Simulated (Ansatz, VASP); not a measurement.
# One calculation of Ta5Si, two programs

```
Ta Si
1.0
     3.37167    0.00000    0.00000
     0.00000    3.37167    0.00000
     0.00000    0.00000    9.17216
Ta Si
5 1
Direct
  0.50000 0.50000 0.15092
  0.00000 0.00000 0.32058
  0.50000 0.50000 0.84908
  0.00000 0.00000 0.67942
  0.50000 0.50000 0.50000
  0.00000 0.00000 0.00000
```

Alike in both runs: task relaxation of cell and atoms; functional PBE; k mesh 10 × 10 × 4; occupations gaussian, width 0.1 eV; no spin polarisation.

|  | VASP | Ansatz |
| --- | --- | --- |
| version | VASP 6.6.1 | Ansatz 0.2.0 |
| potentials or method | VASP PAW PBE potentials, release 64 (Ta_pv, Si), cutoff 600 eV | scalar-relativistic, plane waves, PAW |
| valence electrons in the cell | 59 | 69 |

|  | VASP | Ansatz | Ansatz less VASP |
| --- | --- | --- | --- |
| gap on the k mesh at the Fermi level, each at its own relaxed structure (eV) | none | none | - |
| relaxed volume (Å³/atom) | 17.39 | 17.38 | -0.011 |
| relaxed length of the cell vector where the two differ most in proportion (Å) | 3.372 | 3.372 | -0.0009 |

A gap of «none» marks a metal or a gap that the smearing closes. VASP's potentials hold 59 valence electrons a cell and Ansatz's 69, so a difference there can come from the potentials and not from the codes.

Neither program's run includes spin-orbit coupling.
